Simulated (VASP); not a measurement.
Wanted: the native input for a VASP 6.6.1 run.

| Quantity | Value |
| --- | --- |
| Task | relaxation of cell and atoms |
| Functional | PBE |
| Potentials or basis | VASP PAW PBE potentials, release 64 (Be) |
| Cutoff | 600 eV |
| k mesh | 10 × 10 × 6 |
| Occupations | methfessel-paxton, width 0.1 eV |
| Spin | no spin polarisation |
| Dipole correction | no |
| Further INCAR settings | ALGO = Normal; EDIFF = 1e-07; IBRION = 2; EDIFFG = -0.01; NSW = 80; ISIF = 3 |

The structure of Be lies in POSCAR:

```
Be
1.0
    2.2500000000      0.0000000000      0.0000000000
   -1.1250000000      1.9485571585      0.0000000000
    0.0000000000      0.0000000000      3.6742500000
Be
2
Direct
    0.3333333333      0.6666666667      0.2500000000
    0.6666666667      0.3333333333      0.7500000000
```

The input as run:

INCAR

```
SYSTEM = Be
  PREC = Accurate
  ENCUT = 600
  EDIFF = 1E-7
  ISMEAR = 1
  SIGMA = 0.1
  LREAL = .False.
  LASPH = .True.
  NELM = 60
  ALGO = Normal
  ISIF = 3
  LWAVE = .False.
  LCHARG = .False.
  GGA = PE
  IBRION = 2
  NSW = 80
  EDIFFG = -0.01
```

KPOINTS

```
regular mesh
0
Gamma
  10 10 6
  0 0 0
```

Potentials or basis: VASP PAW PBE potentials, release 64 (Be).

Run with:

```console
$ cat potpaw_PBE.64/Be/POTCAR > POTCAR
$ mpirun -np 1 vasp_std > vasp.out
```

Results of the run:

The relaxed volume is 7.95 Å³/atom and the relaxed cell is a = 2.281 Å, b = 2.281 Å, c = 3.529 Å, α = 90.00°, β = 90.00°, γ = 120.00°. The space group after relaxing (to 0.1 Å) is P6_3/mmc (No. 194) and the energy gained by relaxing is 15.9 meV/atom. The ionic steps are 8 and the pressure after relaxing is 0.0 GPa. The band gap on the k mesh is zero (bands 2 and 3 overlap by 0.78 eV).

Wall time 32 s on 1 thread of AMD EPYC 7R13 (shared host), peak memory 0.09 GiB.
